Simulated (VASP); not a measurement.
# SrO (Pm-3m) in VASP: further runs

Runs on SrO. Level: r2SCAN+D3(BJ). Tasks: phonons.

Everything below comes from runs of VASP 6.6.1. Logs are shortened: lines on timing, memory, paths and dates and some standing lists are left out, and cuts for length are marked.

## (1) The cell of the first run

The structure is cubic, space group Pm-3m (No. 221). Conventional cell: a = 3.036 Å, b = 3.036 Å, c = 3.036 Å, α = 90.00°, β = 90.00°, γ = 90.00°. Within 3.5 Å of Sr (site symmetry m-3m) lie 8 O at 2.63 Å and 6 Sr at 3.04 Å. Within 3.5 Å of O (site symmetry m-3m) lie 8 Sr at 2.63 Å and 6 O at 3.04 Å.

## (2) Phonons, r2SCAN+D3(BJ)

INCAR

```
SYSTEM = SrO
PREC = Accurate ; ENCUT = 520
EDIFF = 1E-8 ; ISMEAR = 0
SIGMA = 0.01 ; LREAL = .False.
LASPH = .True. ; NELM = 80
ALGO = Normal ; ISIF = 2
LWAVE = .False. ; LCHARG = .False.
METAGGA = R2SCAN ; LMIXTAU = .True.
IVDW = 12 ; VDW_S6 = 1.0
VDW_S8 = 0.78981345 ; VDW_A1 = 0.49484001
VDW_A2 = 5.73083694 ; IBRION = 6
NFREE = 2 ; POTIM = 0.015
NSW = 1
```

KPOINTS

```
Automatic mesh
0
Gamma
  8 8 8
  0 0 0
```

POSCAR

```
SrO
1.0
    3.0355000000      0.0000000000      0.0000000000
    0.0000000000      3.0355000000      0.0000000000
    0.0000000000      0.0000000000      3.0355000000
Sr O
1 1
Direct
    0.0000000000      0.0000000000      0.0000000000
    0.5000000000      0.5000000000      0.5000000000
```

Potentials or basis: VASP PAW PBE potentials, release 64 (Sr_sv, O).

The run is started by

```bash
cat potpaw_PBE.64/Sr_sv/POTCAR potpaw_PBE.64/O/POTCAR > POTCAR
mpirun -np 1 vasp_std > vasp.out
```

OUTCAR:

```text
SYSTEM = SrO
   PREC = Accurate
   ENCUT = 520
   EDIFF = 1E-8
   ISMEAR = 0
   LREAL = .False.
   LASPH = .True.
   NELM = 80
   ISIF = 2
   METAGGA = R2SCAN
   IVDW = 12
   IBRION = 6
   NFREE = 2
   POTIM = 0.015
   NSW = 1
 IVDW          = 12

 ion  position               nearest neighbor table
   1  0.000  0.000  0.000-   2 2.63   2 2.63   2 2.63   2 2.63   2 2.63   2 2.63   2 2.63   2 2.63

   2  0.500  0.500  0.500-   1 2.63   1 2.63   1 2.63   1 2.63   1 2.63   1 2.63   1 2.63   1 2.63

  LATTYP: Found a simple cubic cell.
 ALAT       =     3.0355000000

  Lattice vectors:

 A1 = (   3.0355000000,   0.0000000000,   0.0000000000)
 A2 = (   0.0000000000,   3.0355000000,   0.0000000000)
 A3 = (   0.0000000000,   0.0000000000,   3.0355000000)

Analysis of symmetry for initial positions (statically):
=====================================================================
 Subroutine PRICEL returns:
 Original cell was already a primitive cell.

 Routine SETGRP: Setting up the symmetry group for a
 simple cubic supercell.

 Subroutine GETGRP returns: Found 48 space group operations
[... 9 lines left out ...]

 Routine SETGRP: Setting up the symmetry group for a
 simple cubic supercell.

 Subroutine GETGRP returns: Found 48 space group operations
[... 11 lines left out ...]
                                     Primitive cell

  volume of cell :      27.9699

  direct lattice vectors                    reciprocal lattice vectors
     3.035500000  0.000000000  0.000000000     0.329435019  0.000000000  0.000000000
     0.000000000  3.035500000  0.000000000     0.000000000  0.329435019  0.000000000
     0.000000000  0.000000000  3.035500000     0.000000000  0.000000000  0.329435019

  length of vectors
     3.035500000  3.035500000  3.035500000     0.329435019  0.329435019  0.329435019

  position of ions in fractional coordinates (direct lattice)
     0.000000000  0.000000000  0.000000000
     0.500000000  0.500000000  0.500000000

  ion indices of the primitive-cell ions
   primitive index   ion index
                 1           1
                 2           2

----------------------------------------------------------------------------------------

 KPOINTS: Automatic mesh

Automatic generation of k-mesh.
 Grid dimensions read from file:
 generate k-points for:    8    8    8

 Generating k-lattice:

  Cartesian coordinates                     Fractional coordinates (reciprocal lattice)
     0.041179377  0.000000000  0.000000000     0.125000000  0.000000000  0.000000000
[... 107 lines left out ...]
  free energy    TOTEN  =       -26.23124851 eV

  energy without entropy =      -26.23124851  energy(sigma->0) =      -26.23124851

------------------------ aborting loop because EDIFF is reached ----------------------------------------

 Edisp (eV)   -0.28626

 E8    (eV) :    -0.1140
[... 151 lines left out ...]
--------------------------------------- Ionic step        5  -------------------------------------------

 number of electron      16.0000003 magnetization

 Free energy of the ion-electron system (eV)
  ---------------------------------------------------
  ext. energy  EPLUGINS =         0.00000000
  ---------------------------------------------------
  free energy    TOTEN  =       -26.23104849 eV

  energy without entropy =      -26.23104849  energy(sigma->0) =      -26.23104849

 E-fermi :   3.3315     XC(G=0): -11.7750

 val. band max:        3.2255392570   @ k =   0.0000   0.5000   0.5000
 cond. band min:       6.4649605352   @ k =   0.0000   0.0000   0.0000
 fundamental gap:      3.2394212781
 Fermi energy:         3.3315141552

 k-point     1 :       0.0000    0.0000    0.0000
  band No.  band energies     occupation
      1     -31.6723      2.00000
      2     -13.5374      2.00000
      3     -12.0929      2.00000
      4     -12.0929      2.00000
      5     -12.0922      2.00000
      6       3.2132      2.00000
      7       3.2151      2.00000
      8       3.2151      2.00000
      9       6.4650      0.00000
     10       6.4679      0.00000
     11       9.6717      0.00000
     12      14.9336      0.00000
[... 331 lines left out ...]
 k-point    24 :       0.5000    0.3750    0.1250
  band No.  band energies     occupation
      1     -31.1314      2.00000
      2     -14.2576      2.00000
      3     -13.4663      2.00000
      4     -12.5956      2.00000
      5     -11.9622      2.00000
      6       1.5455      2.00000
      7       1.6385      2.00000
      8       2.7063      2.00000
      9       9.2209      0.00000
     10       9.6497      0.00000
     11      12.1100      0.00000
     12      12.1563      0.00000

 [... further k-points ...]

------------------------ aborting loop because EDIFF is reached ----------------------------------------

 Edisp (eV)   -0.28626

 E8    (eV) :    -0.1140
[... 25 lines left out ...]
  FREE ENERGIE OF THE ION-ELECTRON SYSTEM (eV)
  ---------------------------------------------------
  free  energy   TOTEN  =       -26.5173100612 eV

  energy  without entropy=      -26.5173100612  energy(sigma->0) =      -26.51731006

 INTERNAL STRAIN TENSORS FROM DISPLACED ATOMS
 ============================================

 INTERNAL STRAIN TENSOR FOR ION    1 for displacements in x,y,z  (eV/Angst):
          X           Y           Z          XY          YZ          ZX
  --------------------------------------------------------------------------------
  x     0.00000     0.00000     0.00000     0.00000     0.00000     0.00000
  y     0.00000     0.00000     0.00000     0.00000     0.00000     0.00000
  z     0.00000     0.00000     0.00000     0.00000     0.00000     0.00000

 INTERNAL STRAIN TENSOR FOR ION    2 for displacements in x,y,z  (eV/Angst):
          X           Y           Z          XY          YZ          ZX
  --------------------------------------------------------------------------------
  x     0.00000     0.00000     0.00000     0.00000     0.00000     0.00000
  y     0.00000     0.00000     0.00000     0.00000     0.00000     0.00000
  z     0.00000     0.00000     0.00000     0.00000     0.00000     0.00000

 Eigenvectors and eigenvalues of the dynamical matrix
 ----------------------------------------------------

   1 f  =    5.745644 THz    36.100944 2PiTHz  191.654043 cm-1    23.762062 meV
             X         Y         Z           dx          dy          dz
      0.000000  0.000000  0.000000     0.410056   -0.000000   -0.000000
      1.517750  1.517750  1.517750    -0.912060    0.000000   -0.000000
[... 21 lines left out ...]
   6 f/i=    0.107327 THz     0.674358 2PiTHz    3.580058 cm-1     0.443870 meV
             X         Y         Z           dx          dy          dz
      0.000000  0.000000  0.000000    -0.054913    0.311724    0.855375
      1.517750  1.517750  1.517750    -0.024689    0.140149    0.384571

 ELASTIC MODULI CONTR FROM IONIC RELAXATION (kBar)
 Direction    XX          YY          ZZ          XY          YZ          ZX
 --------------------------------------------------------------------------------
 XX           0.0000      0.0000      0.0000      0.0000      0.0000      0.0000
 YY           0.0000      0.0000      0.0000      0.0000      0.0000      0.0000
 ZZ           0.0000      0.0000      0.0000      0.0000      0.0000      0.0000
 XY           0.0000      0.0000      0.0000      0.0000      0.0000      0.0000
 YZ           0.0000      0.0000      0.0000      0.0000      0.0000      0.0000
 ZX           0.0000      0.0000      0.0000      0.0000      0.0000      0.0000
 --------------------------------------------------------------------------------
```

OSZICAR:

```text
N       E                     dE             d eps       ncg     rms          rms(c)
DAV:   1     0.534450419089E+02    0.53445E+02   -0.92199E+03   840   0.137E+03
DAV:   2    -0.305150106405E+02   -0.83960E+02   -0.78761E+02  1080   0.263E+02
DAV:   3    -0.335766753655E+02   -0.30617E+01   -0.30404E+01  1144   0.479E+01
[... 69 lines left out ...]
DAV:   8    -0.262310478273E+02   -0.56548E-04   -0.38507E-05  1804   0.893E-02    0.503E-03
DAV:   9    -0.262310486854E+02   -0.85809E-06   -0.21402E-06  2048   0.160E-02    0.252E-03
DAV:  10    -0.262310481012E+02    0.58419E-06   -0.46513E-07  1840   0.912E-03    0.195E-03
DAV:  11    -0.262310484470E+02   -0.34583E-06   -0.81245E-07  1840   0.124E-02    0.398E-04
DAV:  12    -0.262310484896E+02   -0.42625E-07   -0.57761E-08  1940   0.294E-03    0.281E-04
DAV:  13    -0.262310484915E+02   -0.18940E-08   -0.11577E-09  1044   0.440E-04
   5 F= -.26517310E+02 E0= -.26517310E+02  d E =-.394977E-53
```

stdout:

```text
POSCAR found type information on POSCAR SrO
 POSCAR found :  2 types and       2 ions
 scaLAPACK will be used
 -----------------------------------------------------------------------------
|                                                                             |
|                                                                             |
|     You enforced a specific xc type in the INCAR file but a different       |
|     I HOPE YOU KNOW WHAT YOU ARE DOING!                                     |
|                                                                             |
 -----------------------------------------------------------------------------

 LDA part: xc-table for (None), standard interpolation
 POSCAR, INCAR and KPOINTS ok, starting setup
 FFT: planning ... GRIDC
 FFT: planning ... GRID_SOFT
 FFT: planning ... GRID
 WAVECAR not read
 entering main loop
 Found     2 degrees of freedom:
 Finite differences POTIM= 0.01500 DOF=   2
 bond charge predicted
 Finite differences progress:
 bond charge predicted
 Finite differences progress:
 bond charge predicted
 Finite differences progress:
 bond charge predicted
 Finite differences progress:
```

Wall time 2.8 min (1 thread of Intel Xeon Platinum 8375C at 2.90GHz (Ice Lake), shared host); peak memory 0.19 GiB.

Results:

```yaml
Highest_phonon_frequency_at_Γ_LO-TO_splitting_left_out: 192 cm⁻¹
Dispersion_energy_per_atom: -0.143 eV
```

Phonon frequencies in cm⁻¹ (negative: imaginary):
```
              q point           frequencies
(0.000, 0.000, 0.000)  -4 -4 -4 192 192 192
```

Caveat: the cell wasn't relaxed at this level first, which shifts response properties; the PAW data sets were made with another functional, which shifts forces and pressure a little.

## (3) Phonons, r2SCAN+D3(BJ)

This run uses another cell than the first one, of 14.72 Å³/atom, 1.053 times its volume.

INCAR

```
ALGO = Normal
EDIFF = 1E-8
ENCUT = 520
IBRION = 6
ISIF = 2
ISMEAR = 0
IVDW = 12
LASPH = True
LCHARG = True
LMIXTAU = True
LREAL = False
LWAVE = False
METAGGA = R2SCAN
NELM = 100
NFREE = 2
NSW = 1
POTIM = 0.015
PREC = Accurate
SIGMA = 0.01
VDW_A1 = 0.49484001
VDW_A2 = 5.73083694
VDW_S6 = 1.0
VDW_S8 = 0.78981345
```

KPOINTS

```
k-points
0
Gamma
  8 8 8
```

POSCAR

```
SrO
1.0
    3.0879000000      0.0000000000      0.0000000000
    0.0000000000      3.0879000000      0.0000000000
    0.0000000000      0.0000000000      3.0879000000
Sr O
1 1
Direct
    0.0000000000      0.0000000000      0.0000000000
    0.5000000000      0.5000000000      0.5000000000
```

Potentials or basis: VASP PAW PBE potentials, release 64 (Sr_sv, O).

The run is started by

```bash
cat potpaw_PBE.64/Sr_sv/POTCAR potpaw_PBE.64/O/POTCAR > POTCAR
mpirun -np 1 vasp_std > vasp.out
```

OUTCAR:

```text
EDIFF = 1E-8
   ENCUT = 520
   IBRION = 6
   ISIF = 2
   ISMEAR = 0
   IVDW = 12
   LASPH = True
   LREAL = False
   METAGGA = R2SCAN
   NELM = 100
   NFREE = 2
   NSW = 1
   POTIM = 0.015
   PREC = Accurate
 IVDW          = 12

 ion  position               nearest neighbor table
   1  0.000  0.000  0.000-   2 2.67   2 2.67   2 2.67   2 2.67   2 2.67   2 2.67   2 2.67   2 2.67

   2  0.500  0.500  0.500-   1 2.67   1 2.67   1 2.67   1 2.67   1 2.67   1 2.67   1 2.67   1 2.67

  LATTYP: Found a simple cubic cell.
 ALAT       =     3.0879000000

  Lattice vectors:

 A1 = (   3.0879000000,   0.0000000000,   0.0000000000)
 A2 = (   0.0000000000,   3.0879000000,   0.0000000000)
 A3 = (   0.0000000000,   0.0000000000,   3.0879000000)

Analysis of symmetry for initial positions (statically):
=====================================================================
 Subroutine PRICEL returns:
 Original cell was already a primitive cell.

 Routine SETGRP: Setting up the symmetry group for a
 simple cubic supercell.

 Subroutine GETGRP returns: Found 48 space group operations
[... 9 lines left out ...]

 Routine SETGRP: Setting up the symmetry group for a
 simple cubic supercell.

 Subroutine GETGRP returns: Found 48 space group operations
[... 11 lines left out ...]
                                     Primitive cell

  volume of cell :      29.4435

  direct lattice vectors                    reciprocal lattice vectors
     3.087900000  0.000000000  0.000000000     0.323844684  0.000000000  0.000000000
     0.000000000  3.087900000  0.000000000     0.000000000  0.323844684  0.000000000
     0.000000000  0.000000000  3.087900000     0.000000000  0.000000000  0.323844684

  length of vectors
     3.087900000  3.087900000  3.087900000     0.323844684  0.323844684  0.323844684

  position of ions in fractional coordinates (direct lattice)
     0.000000000  0.000000000  0.000000000
     0.500000000  0.500000000  0.500000000

  ion indices of the primitive-cell ions
   primitive index   ion index
                 1           1
[... 290 lines left out ...]

  energy without entropy =      -26.28236317  energy(sigma->0) =      -26.28236317

 E-fermi :   3.0973     XC(G=0): -11.4863

 val. band max:        2.9366487314   @ k =   0.0000   0.5000   0.5000
 cond. band min:       6.1807460311   @ k =   0.0000   0.0000   0.0000
 fundamental gap:      3.2440972997
 Fermi energy:         3.0972551239

 k-point     1 :       0.0000    0.0000    0.0000
  band No.  band energies     occupation
      1     -32.0709      2.00000
      2     -13.7318      2.00000
      3     -12.6119      2.00000
      4     -12.6119      2.00000
      5     -12.6112      2.00000
      6       2.8869      2.00000
      7       2.8885      2.00000
      8       2.8885      2.00000
      9       6.1807      0.00000
     10       6.1833      0.00000
     11       8.7393      0.00000
     12      14.2160      0.00000
[... 331 lines left out ...]
 k-point    24 :       0.5000    0.3750    0.1250
  band No.  band energies     occupation
      1     -31.6202      2.00000
      2     -14.4752      2.00000
      3     -13.8194      2.00000
      4     -12.9075      2.00000
      5     -12.5053      2.00000
      6       1.2742      2.00000
      7       1.4028      2.00000
      8       2.4278      2.00000
      9       8.7013      0.00000
     10       9.1200      0.00000
     11      11.5418      0.00000
     12      11.5800      0.00000

 [... further k-points ...]

------------------------ aborting loop because EDIFF is reached ----------------------------------------

 Edisp (eV)   -0.27148

 E8    (eV) :    -0.1080
[... 25 lines left out ...]
  FREE ENERGIE OF THE ION-ELECTRON SYSTEM (eV)
  ---------------------------------------------------
  free  energy   TOTEN  =       -26.5538425004 eV

  energy  without entropy=      -26.5538425004  energy(sigma->0) =      -26.55384250

 INTERNAL STRAIN TENSORS FROM DISPLACED ATOMS
 ============================================

 INTERNAL STRAIN TENSOR FOR ION    1 for displacements in x,y,z  (eV/Angst):
          X           Y           Z          XY          YZ          ZX
  --------------------------------------------------------------------------------
  x     0.00000     0.00000     0.00000     0.00000     0.00000     0.00000
  y     0.00000     0.00000     0.00000     0.00000     0.00000     0.00000
  z     0.00000     0.00000     0.00000     0.00000     0.00000     0.00000

 INTERNAL STRAIN TENSOR FOR ION    2 for displacements in x,y,z  (eV/Angst):
          X           Y           Z          XY          YZ          ZX
  --------------------------------------------------------------------------------
  x     0.00000     0.00000     0.00000     0.00000     0.00000     0.00000
  y     0.00000     0.00000     0.00000     0.00000     0.00000     0.00000
  z     0.00000     0.00000     0.00000     0.00000     0.00000     0.00000

 Eigenvectors and eigenvalues of the dynamical matrix
 ----------------------------------------------------

   1 f  =    4.440160 THz    27.898349 2PiTHz  148.107800 cm-1    18.363019 meV
             X         Y         Z           dx          dy          dz
      0.000000  0.000000  0.000000    -0.000000   -0.418621   -0.000000
      1.543950  1.543950  1.543950     0.000000    0.908161    0.000000
[... 21 lines left out ...]
   6 f/i=    0.124749 THz     0.783824 2PiTHz    4.161193 cm-1     0.515922 meV
             X         Y         Z           dx          dy          dz
      0.000000  0.000000  0.000000     0.896924   -0.142422   -0.000000
      1.543950  1.543950  1.543950     0.413441   -0.065650    0.000000

 ELASTIC MODULI CONTR FROM IONIC RELAXATION (kBar)
 Direction    XX          YY          ZZ          XY          YZ          ZX
 --------------------------------------------------------------------------------
 XX           0.0000      0.0000      0.0000      0.0000      0.0000      0.0000
 YY           0.0000      0.0000      0.0000      0.0000      0.0000      0.0000
 ZZ           0.0000      0.0000      0.0000      0.0000      0.0000      0.0000
 XY           0.0000      0.0000      0.0000      0.0000      0.0000      0.0000
 YZ           0.0000      0.0000      0.0000      0.0000      0.0000      0.0000
 ZX           0.0000      0.0000      0.0000      0.0000      0.0000      0.0000
 --------------------------------------------------------------------------------
```

OSZICAR:

```text
N       E                     dE             d eps       ncg     rms          rms(c)
DAV:   1     0.560094158569E+02    0.56009E+02   -0.92123E+03   840   0.137E+03
DAV:   2    -0.303747142074E+02   -0.86384E+02   -0.80452E+02  1168   0.259E+02
DAV:   3    -0.335722329160E+02   -0.31975E+01   -0.31728E+01  1108   0.481E+01
DAV:   4    -0.336648821755E+02   -0.92649E-01   -0.92567E-01  1116   0.737E+00
[... 72 lines left out ...]
DAV:   9    -0.262823627822E+02   -0.92472E-06   -0.28532E-06  2008   0.184E-02    0.273E-03
DAV:  10    -0.262823628366E+02   -0.54385E-07   -0.46565E-07  1836   0.926E-03    0.236E-03
DAV:  11    -0.262823630778E+02   -0.24119E-06   -0.11090E-06  1840   0.145E-02    0.414E-04
DAV:  12    -0.262823631716E+02   -0.93761E-07   -0.97914E-08  1896   0.383E-03    0.290E-04
DAV:  13    -0.262823631739E+02   -0.23492E-08   -0.13110E-09  1172   0.470E-04
   5 F= -.26553843E+02 E0= -.26553843E+02  d E =-.202299-116
```

stdout:

```text
POSCAR found type information on POSCAR SrO
 POSCAR found :  2 types and       2 ions
 scaLAPACK will be used
 -----------------------------------------------------------------------------
|                                                                             |
|                                                                             |
|     You enforced a specific xc type in the INCAR file but a different       |
|     I HOPE YOU KNOW WHAT YOU ARE DOING!                                     |
|                                                                             |
 -----------------------------------------------------------------------------

 LDA part: xc-table for (None), standard interpolation
 POSCAR, INCAR and KPOINTS ok, starting setup
 FFT: planning ... GRIDC
 FFT: planning ... GRID_SOFT
 FFT: planning ... GRID
 WAVECAR not read
 entering main loop
 Found     2 degrees of freedom:
 Finite differences POTIM= 0.01500 DOF=   2
 bond charge predicted
 Finite differences progress:
 bond charge predicted
 Finite differences progress:
 bond charge predicted
 Finite differences progress:
 bond charge predicted
 Finite differences progress:
```

Wall time 2.9 min (1 thread of Intel Xeon Platinum 8375C at 2.90GHz (Ice Lake), shared host); peak memory 0.2 GiB.

What came out:

```
Highest phonon frequency at Γ, LO-TO splitting left out : 148 cm⁻¹
Dispersion energy per atom                              : -0.136 eV
```

Phonon frequencies in cm⁻¹ (negative: imaginary):
```
              q point           frequencies
(0.000, 0.000, 0.000)  -4 -4 -4 148 148 148
```

Caveat: the PAW data sets were made with another functional, which shifts forces and pressure a little.
